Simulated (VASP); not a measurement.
**HfN: single point with PBEsol**

HfN:

```xyz
2
Lattice="0.0000 2.6512 2.6512 2.6512 0.0000 2.6512 2.6512 2.6512 0.0000" Properties=species:S:1:pos:R:3 pbc="T T T"
Hf    0.0000    0.0000    0.0000
N     3.9768    3.9768    3.9768
```

This cell differs from its parent crystal: strain +0.080 along x and y, +0.080 along z.

```
Program             : VASP 6.6.1
Task                : single point
Functional          : PBEsol
Potentials or basis : VASP PAW PBE potentials, release 64 (Hf_pv, N)
Cutoff              : 520 eV
k mesh              : 16 × 16 × 16
Occupations         : gaussian, width 0.15 eV
Spin                : no spin polarisation
```

```
Pressure : -31.6 GPa
```

Levels at points of the mesh, in eV from the Fermi level:
```csv
k point,band 6,band 7,band 8,band 9,band 10,band 11
"(0.00, 0.00, 0.00)",-4.45,-4.45,-1.21,1.67,1.67,5.13
"(0.50, 0.00, 0.00)",-4.03,-4.03,1.16,2.02,2.02,3.29
"(0.50, 0.50, 0.00)",-3.24,-3.24,-0.95,1.55,2.91,3.45
```

It took 31 s on 1 thread of Intel(R) Xeon(R) 6975P-C (Granite Rapids) (shared host), peak memory 0.21 GiB.

Caveat: the cell differs from its parent crystal (strain +0.080 along x and y, +0.080 along z); the PAW data sets were made with another functional, which shifts forces and pressure a little; spin-orbit coupling is left out, which moves the levels of the heavy elements.
